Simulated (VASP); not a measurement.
# NaCdCl3 (Pm-3m) in VASP: notebook

Runs on NaCdCl3. Level: PBE. Tasks: single point.

Program: VASP 6.6.1. These are calculated values, not measurements. Logs are shortened: lines on timing, memory, paths and dates and some standing lists are left out, and cuts for length are marked.

## Step 1: The cell of the first run

It takes space group Pm-3m (No. 221, cubic). Conventional cell: a = 5.167 Å, b = 5.167 Å, c = 5.167 Å, α = 90.00°, β = 90.00°, γ = 90.00°. Na (site symmetry m-3m) has 12 Cl at 3.65 Å and 8 Cd at 4.48 Å within 4.8 Å. Within 3.4 Å of Cd (site symmetry m-3m) lie 6 Cl at 2.58 Å. Cl (site symmetry 4/mmm) has 2 Cd at 2.58 Å within 3.4 Å.

## Step 2: Single point, PBE

Contents of INCAR:

```
PREC = Accurate
ENCUT = 520
EDIFF = 1E-7
ISMEAR = -1
SIGMA = 0.02
LREAL = False
LASPH = True
NELM = 60
ALGO = Normal
ISIF = 2
LWAVE = False
LCHARG = False
GGA = PE
NBANDS = 28
```

Contents of KPOINTS:

```
Automatic mesh
0
Gamma
  6 6 6
```

Contents of POSCAR:

```
NaCdCl3
1.0
    5.1673050428      0.0000000000      0.0000000000
    0.0000000000      5.1673050428      0.0000000000
    0.0000000000      0.0000000000      5.1673050428
Na Cd Cl
1 1 3
Direct
    0.0000000000      0.0000000000      0.0000000000
    0.5000000000      0.5000000000      0.5000000000
    0.5000000000      0.5000000000      0.0000000000
    0.5000000000      0.0000000000      0.5000000000
    0.0000000000      0.5000000000      0.5000000000
```

Potentials or basis: VASP PAW PBE potentials, release 64 (Na_pv, Cd, Cl).

Run with:

```sh
$ cat potpaw_PBE.64/Na_pv/POTCAR potpaw_PBE.64/Cd/POTCAR potpaw_PBE.64/Cl/POTCAR > POTCAR
$ mpirun -np 1 vasp_std > vasp.out
```

OUTCAR:

```text
PREC = Accurate
   ENCUT = 520
   EDIFF = 1E-7
   ISMEAR = -1
   LREAL = False
   LASPH = True
   NELM = 60
   ISIF = 2
   GGA = PE

 ion  position               nearest neighbor table
   1  0.000  0.000  0.000-
   2  0.500  0.500  0.500-   3 2.58   4 2.58   5 2.58   3 2.58   4 2.58   5 2.58
   3  0.500  0.500  0.000-   2 2.58   2 2.58
   4  0.500  0.000  0.500-   2 2.58   2 2.58
   5  0.000  0.500  0.500-   2 2.58   2 2.58

  LATTYP: Found a simple cubic cell.
 ALAT       =     5.1673050428

  Lattice vectors:

 A1 = (   5.1673050428,   0.0000000000,   0.0000000000)
 A2 = (   0.0000000000,   5.1673050428,   0.0000000000)
 A3 = (   0.0000000000,   0.0000000000,   5.1673050428)

Analysis of symmetry for initial positions (statically):
=====================================================================
 Subroutine PRICEL returns:
 Original cell was already a primitive cell.

 Routine SETGRP: Setting up the symmetry group for a
 simple cubic supercell.

 Subroutine GETGRP returns: Found 48 space group operations
 (whereof 48 operations were pure point group operations)
 out of a pool of 48 trial point group operations.

The static configuration has the point symmetry O_h .

Analysis of symmetry for dynamics (positions and initial velocities):
=====================================================================
 Subroutine PRICEL returns:
 Original cell was already a primitive cell.

 Routine SETGRP: Setting up the symmetry group for a
 simple cubic supercell.

 Subroutine GETGRP returns: Found 48 space group operations
 (whereof 48 operations were pure point group operations)
 out of a pool of 48 trial point group operations.

The dynamic configuration has the point symmetry O_h .

 Subroutine INISYM returns: Found 48 space group operations
 (whereof 48 operations are pure point group operations),
 and found     1 'primitive' translations

----------------------------------------------------------------------------------------

                                     Primitive cell

  volume of cell :     137.9724

  direct lattice vectors                    reciprocal lattice vectors
     5.167305043  0.000000000  0.000000000     0.193524476  0.000000000  0.000000000
     0.000000000  5.167305043  0.000000000     0.000000000  0.193524476  0.000000000
     0.000000000  0.000000000  5.167305043     0.000000000  0.000000000  0.193524476

[... 83 lines left out ...]
   NELM   =     60;   NELMIN=  2; NELMDL= -5     # of ELM steps
   EDIFF  = 0.1E-06   stopping-criterion for ELM
   LREAL  =      F    real-space projection
   EDIFFG = 0.1E-05   stopping-criterion for IOM
   NSW    =      0    number of steps for IOM
   IBRION =     -1    ionic relax: 0-MD 1-quasi-New 2-CG
   NFREE  =      0    steps in history (QN), initial steepest desc. (CG)
   ISIF   =      2    stress and relaxation
   ISYM   =      2    0-nonsym 1-usesym 2-fastsym
   POTIM  = 0.5000    time-step for ionic-motion
   TEBEG  =    0.0;   TEEND  =   0.0 temperature during run
   PSTRESS=    0.0 pullay stress
   NELECT =      40.0000    total number of electrons
   NUPDOWN=      -1.0000    fix difference up-down
   EMIN   =  10.00;   EMAX   =-10.00  energy-range for DOS
   EFERMI =   0.00;   METHOD = LEGACY
   ISMEAR =    -1;   SIGMA  =   0.02  broadening in eV -4-tet -1-fermi 0-gaus
   EFERMI_NEDOS =   21; number of points for ismear=-14 and -15
   IALGO  =     38    algorithm
   IMIX   =      4    mixing-type and parameters
     AMIX     =   0.40;   BMIX     =  1.00
     AMIX_MAG =   1.60;   BMIX_MAG =  1.00
  volume/ion in A,a.u.               =      27.59       186.22
  Fermi-wavevector in a.u.,A,eV,Ry     =   1.083505  2.047527 15.972995  1.173982
  Thomas-Fermi vector in A             =   2.219572
   LORBIT       =      0    0 simple, 1 ext, 2 COOP (PROOUT), +10 PAW based schemes
   GGA     = PE    functional components
   LHFCALC =     F    Hartree Fock is set to
   AEXX    =    0.0000 exact exchange contribution
   IVDW    =     0    specifies the selected vdW correction
   LEPSILON=     F    determine dielectric tensor
   LRPA    =     F    only Hartree local field effects (RPA)
 non-spin polarized calculation
  energy-cutoff  :      520.00
  volume of cell :      137.97
 maximum number of plane-waves:      3764
 NGX is ok and might be reduce to    40
   NGX = 19   NGY = 19   NGZ = 19

 number of electron      40.0000024 magnetization

 Free energy of the ion-electron system (eV)
  ---------------------------------------------------
  ext. energy  EPLUGINS =         0.00000000
  ---------------------------------------------------
  free energy    TOTEN  =       -13.63794143 eV

  energy without entropy =      -13.63794143  energy(sigma->0) =      -13.63794143

 E-fermi :   0.0174     XC(G=0):  -7.8887

 val. band max:       -0.5115236801   @ k =   0.5000   0.5000   0.5000
 cond. band min:       1.3706150602   @ k =   0.0000   0.0000   0.0000
 fundamental gap:      1.8821387403
 Fermi energy:         0.0174322688

 k-point     1 :       0.0000    0.0000    0.0000
  band No.  band energies     occupation
      1     -23.6495      2.00000
      2     -23.6495      2.00000
      3     -23.6495      2.00000
      4     -14.2788      2.00000
      5     -13.6959      2.00000
      6     -13.6959      2.00000
[... 609 lines left out ...]
     27       8.5273      0.00000
     28       8.5273      0.00000

------------------------ aborting loop because EDIFF is reached ----------------------------------------

  FORCE on cell =-STRESS in cart. coord.  units (eV):
  Direction    XX          YY          ZZ          XY          YZ          ZX
  --------------------------------------------------------------------------------------
  -------------------------------------------------------------------------------------
  Total        0.9684913      0.9684913      0.9684913      0.0000000     -0.0000000      0.0000000
  in kB       11.2464122     11.2464122     11.2464122      0.0000000     -0.0000000      0.0000000
  external PRESSURE =      11.2464122 kB  Pullay stress =       0.0000000 kB

 VOLUME and BASIS-vectors are now :
 -----------------------------------------------------------------------------
  energy-cutoff  :      520.00
  volume of cell :      137.97
      direct lattice vectors                 reciprocal lattice vectors
     5.167305043  0.000000000  0.000000000     0.193524476  0.000000000  0.000000000
     0.000000000  5.167305043  0.000000000     0.000000000  0.193524476  0.000000000
     0.000000000  0.000000000  5.167305043     0.000000000  0.000000000  0.193524476

 POSITION                                       TOTAL-FORCE (eV/Angst)
 -----------------------------------------------------------------------------------
      0.00000      0.00000      0.00000         0.000000      0.000000      0.000000
      2.58365      2.58365      2.58365         0.000000      0.000000      0.000000
      2.58365      2.58365      0.00000         0.000000      0.000000      0.000000
      2.58365      0.00000      2.58365         0.000000      0.000000      0.000000
      0.00000      2.58365      2.58365         0.000000      0.000000      0.000000
 -----------------------------------------------------------------------------------
    total drift:                                0.000000      0.000000     -0.000000

  FREE ENERGIE OF THE ION-ELECTRON SYSTEM (eV)
  ---------------------------------------------------
  free  energy   TOTEN  =       -13.6379414253 eV

  energy  without entropy=      -13.6379414253  energy(sigma->0) =      -13.63794143
```

OSZICAR:

```text
N       E                     dE             d eps       ncg     rms          rms(c)
DAV:   1     0.339024137389E+03    0.33902E+03   -0.18511E+04  1152   0.132E+03
DAV:   2     0.171014081569E+02   -0.32192E+03   -0.30820E+03  1304   0.330E+02
DAV:   3    -0.140073550592E+02   -0.31109E+02   -0.30917E+02  1244   0.107E+02
DAV:   4    -0.147330102128E+02   -0.72566E+00   -0.72372E+00  1400   0.180E+01
DAV:   5    -0.147501568418E+02   -0.17147E-01   -0.17140E-01  1348   0.270E+00    0.902E+00
DAV:   6    -0.137470259367E+02    0.10031E+01   -0.16370E+00  1436   0.124E+01    0.740E+00
DAV:   7    -0.136408119173E+02    0.10621E+00   -0.62972E-01  1332   0.460E+00    0.373E+00
DAV:   8    -0.136399016962E+02    0.91022E-03   -0.10387E-01  1188   0.303E+00    0.729E-01
DAV:   9    -0.136379780012E+02    0.19237E-02   -0.21041E-02  1324   0.156E+00    0.352E-01
DAV:  10    -0.136379170844E+02    0.60917E-04   -0.24015E-03  1184   0.438E-01    0.705E-02
DAV:  11    -0.136380583612E+02   -0.14128E-03   -0.17276E-03  1244   0.394E-01    0.104E-01
DAV:  12    -0.136379472658E+02    0.11110E-03   -0.34804E-04  1400   0.185E-01    0.315E-02
DAV:  13    -0.136379419490E+02    0.53169E-05   -0.44282E-05  1256   0.476E-02    0.208E-02
DAV:  14    -0.136379418495E+02    0.99447E-07   -0.66487E-06  1364   0.182E-02    0.702E-03
DAV:  15    -0.136379417346E+02    0.11495E-06   -0.46653E-07  1268   0.538E-03    0.611E-03
DAV:  16    -0.136379414725E+02    0.26206E-06   -0.15755E-07   840   0.283E-03    0.489E-03
DAV:  17    -0.136379413523E+02    0.12025E-06   -0.12102E-07   680   0.341E-03    0.373E-03
DAV:  18    -0.136379414253E+02   -0.73033E-07   -0.30527E-08   652   0.125E-03
   1 F= -.13637941E+02 E0= -.13637941E+02  d E =-.229400E-12
```

stdout:

```text
POSCAR found type information on POSCAR NaCdCl
 POSCAR found :  3 types and       5 ions
 scaLAPACK will be used
 LDA part: xc-table for (Slater+PW92), standard interpolation
 POSCAR, INCAR and KPOINTS ok, starting setup
 FFT: planning ... GRIDC
 FFT: planning ... GRID_SOFT
 FFT: planning ... GRID
 WAVECAR not read
 entering main loop
```

It took 33 s on 1 thread of AMD EPYC 9R45 (Zen 5), shared host; peak memory 0.24 GiB.

What came out:

```yaml
Free_energy: -13.6379 eV
Pressure: 1.1 GPa
Band_gap_on_the_k_mesh: 1.88 eV (least direct gap 2.69 eV)
```

Levels at points of the mesh, in eV from the valence-band top:
```
           k point  band 18  band 19  band 20  band 21  band 22  band 23
(0.00, 0.00, 0.00)    -0.80    -0.80    -0.80     1.88     3.81     7.95
(0.50, 0.00, 0.00)    -1.09    -0.85    -0.85     4.58     5.42     6.30
(0.50, 0.50, 0.00)    -1.08    -0.33    -0.01     5.78     6.40     7.09
(0.50, 0.50, 0.50)    -0.32     0.00     0.00     4.69     6.43     6.43
```

A k mesh can miss the band edges.

## Step 3: Single point, PBE (strain +2.0%)

Contents of INCAR:

```
  PREC = Accurate
  ENCUT = 520
  EDIFF = 1E-7
  ISMEAR = -1
  SIGMA = 0.02
  LREAL = F
  LASPH = T
  NELM = 100
  ALGO = Normal
  ISIF = 2
  LWAVE = F
  LCHARG = F
  GGA = PE
  NBANDS = 28
```

Contents of KPOINTS:

```
regular mesh
0
Gamma
  6 6 6
```

Changes to POSCAR since step 2:

```diff
@@ -2,5 +2,5 @@
 1.0
-    5.1673050428      0.0000000000      0.0000000000
-    0.0000000000      5.1673050428      0.0000000000
-    0.0000000000      0.0000000000      5.1673050428
+    5.2706511437      0.0000000000      0.0000000000
+    0.0000000000      5.2706511437      0.0000000000
+    0.0000000000      0.0000000000      5.2706511437
 Na Cd Cl
```

Potentials or basis: VASP PAW PBE potentials, release 64 (Na_pv, Cd, Cl).

Run with:

```sh
$ cat potpaw_PBE.64/Na_pv/POTCAR potpaw_PBE.64/Cd/POTCAR potpaw_PBE.64/Cl/POTCAR > POTCAR
$ mpirun -np 1 vasp_std > vasp.out
```

OUTCAR:

```text
PREC = Accurate
   ENCUT = 520
   EDIFF = 1E-7
   ISMEAR = -1
   LREAL = F
   LASPH = T
   NELM = 100
   ISIF = 2
   GGA = PE

 ion  position               nearest neighbor table
   1  0.000  0.000  0.000-
   2  0.500  0.500  0.500-   3 2.64   4 2.64   5 2.64   3 2.64   4 2.64   5 2.64
   3  0.500  0.500  0.000-   2 2.64   2 2.64
   4  0.500  0.000  0.500-   2 2.64   2 2.64
   5  0.000  0.500  0.500-   2 2.64   2 2.64

  LATTYP: Found a simple cubic cell.
 ALAT       =     5.2706511437

  Lattice vectors:

 A1 = (   5.2706511437,   0.0000000000,   0.0000000000)
 A2 = (   0.0000000000,   5.2706511437,   0.0000000000)
 A3 = (   0.0000000000,   0.0000000000,   5.2706511437)

Analysis of symmetry for initial positions (statically):
=====================================================================
 Subroutine PRICEL returns:
 Original cell was already a primitive cell.

 Routine SETGRP: Setting up the symmetry group for a
 simple cubic supercell.

 Subroutine GETGRP returns: Found 48 space group operations
 (whereof 48 operations were pure point group operations)
 out of a pool of 48 trial point group operations.

The static configuration has the point symmetry O_h .

Analysis of symmetry for dynamics (positions and initial velocities):
=====================================================================
 Subroutine PRICEL returns:
 Original cell was already a primitive cell.

 Routine SETGRP: Setting up the symmetry group for a
 simple cubic supercell.

 Subroutine GETGRP returns: Found 48 space group operations
 (whereof 48 operations were pure point group operations)
 out of a pool of 48 trial point group operations.

The dynamic configuration has the point symmetry O_h .

 Subroutine INISYM returns: Found 48 space group operations
 (whereof 48 operations are pure point group operations),
 and found     1 'primitive' translations

[... 112 lines left out ...]
   IALGO  =     38    algorithm
   IMIX   =      4    mixing-type and parameters
     AMIX     =   0.40;   BMIX     =  1.00
     AMIX_MAG =   1.60;   BMIX_MAG =  1.00
  volume/ion in A,a.u.               =      29.28       197.61
  Fermi-wavevector in a.u.,A,eV,Ry     =   1.062259  2.007379 15.352745  1.128395
  Thomas-Fermi vector in A             =   2.197704
   LORBIT       =      0    0 simple, 1 ext, 2 COOP (PROOUT), +10 PAW based schemes
   GGA     = PE    functional components
   LHFCALC =     F    Hartree Fock is set to
   AEXX    =    0.0000 exact exchange contribution
   IVDW    =     0    specifies the selected vdW correction
   LEPSILON=     F    determine dielectric tensor
   LRPA    =     F    only Hartree local field effects (RPA)
 non-spin polarized calculation
  energy-cutoff  :      520.00
  volume of cell :      146.42
 maximum number of plane-waves:      3966
 NGX is ok and might be reduce to    40
   NGX = 19   NGY = 19   NGZ = 19

 number of electron      40.0000002 magnetization

 Free energy of the ion-electron system (eV)
  ---------------------------------------------------
  ext. energy  EPLUGINS =         0.00000000
  ---------------------------------------------------
  free energy    TOTEN  =       -13.64672361 eV

  energy without entropy =      -13.64672361  energy(sigma->0) =      -13.64672361

 E-fermi :  -0.5277     XC(G=0):  -7.6421

 val. band max:       -0.9990341239   @ k =   0.5000   0.5000   0.5000
 cond. band min:       0.7789273449   @ k =   0.0000   0.0000   0.0000
 fundamental gap:      1.7779614688
 Fermi energy:        -0.5277059868

 k-point     1 :       0.0000    0.0000    0.0000
  band No.  band energies     occupation
      1     -24.0903      2.00000
      2     -24.0903      2.00000
      3     -24.0903      2.00000
      4     -14.4277      2.00000
      5     -13.9239      2.00000
      6     -13.9239      2.00000
[... 609 lines left out ...]
     27       7.9249      0.00000
     28       7.9249      0.00000

------------------------ aborting loop because EDIFF is reached ----------------------------------------

  FORCE on cell =-STRESS in cart. coord.  units (eV):
  Direction    XX          YY          ZZ          XY          YZ          ZX
  --------------------------------------------------------------------------------------
  -------------------------------------------------------------------------------------
  Total       -0.6978176     -0.6978176     -0.6978176     -0.0000000     -0.0000000      0.0000000
  in kB       -7.6358909     -7.6358909     -7.6358909     -0.0000000     -0.0000000      0.0000000
  external PRESSURE =      -7.6358909 kB  Pullay stress =       0.0000000 kB

 VOLUME and BASIS-vectors are now :
 -----------------------------------------------------------------------------
  energy-cutoff  :      520.00
  volume of cell :      146.42
      direct lattice vectors                 reciprocal lattice vectors
     5.270651144  0.000000000  0.000000000     0.189729878  0.000000000  0.000000000
     0.000000000  5.270651144  0.000000000     0.000000000  0.189729878  0.000000000
     0.000000000  0.000000000  5.270651144     0.000000000  0.000000000  0.189729878

 POSITION                                       TOTAL-FORCE (eV/Angst)
 -----------------------------------------------------------------------------------
      0.00000      0.00000      0.00000         0.000000      0.000000      0.000000
      2.63533      2.63533      2.63533         0.000000      0.000000      0.000000
      2.63533      2.63533      0.00000         0.000000      0.000000      0.000000
      2.63533      0.00000      2.63533         0.000000      0.000000      0.000000
      0.00000      2.63533      2.63533         0.000000      0.000000      0.000000
 -----------------------------------------------------------------------------------
    total drift:                                0.000000      0.000000     -0.000000

  FREE ENERGIE OF THE ION-ELECTRON SYSTEM (eV)
  ---------------------------------------------------
  free  energy   TOTEN  =       -13.6467236128 eV

  energy  without entropy=      -13.6467236128  energy(sigma->0) =      -13.64672361
```

stdout:

```text
POSCAR found type information on POSCAR NaCdCl
 POSCAR found :  3 types and       5 ions
 scaLAPACK will be used
 LDA part: xc-table for (Slater+PW92), standard interpolation
 POSCAR, INCAR and KPOINTS ok, starting setup
 FFT: planning ... GRIDC
 FFT: planning ... GRID_SOFT
 FFT: planning ... GRID
 WAVECAR not read
 entering main loop
```

Run time: 31 s. Hardware: 1 thread of AMD EPYC 9R45 (Zen 5), shared host; peak memory 0.24 GiB.

Results:

```yaml
Free_energy: -13.6467 eV
Pressure: -0.8 GPa
Band_gap_on_the_k_mesh: 1.78 eV (least direct gap 2.39 eV)
```

Levels at points of the mesh, in eV from the valence-band top:
| k point | band 18 | band 19 | band 20 | band 21 | band 22 | band 23 |
| --- | --- | --- | --- | --- | --- | --- |
| (0.00, 0.00, 0.00) | -0.62 | -0.62 | -0.62 | 1.78 | 3.94 | 8.10 |
| (0.50, 0.00, 0.00) | -0.86 | -0.65 | -0.65 | 4.32 | 5.40 | 6.41 |
| (0.50, 0.50, 0.00) | -0.86 | -0.18 | -0.01 | 5.76 | 6.02 | 7.01 |
| (0.50, 0.50, 0.50) | -0.17 | 0.00 | 0.00 | 4.82 | 6.45 | 6.45 |

Caveat: the cell differs from its parent crystal (strain +2.0%). A k mesh can miss the band edges.
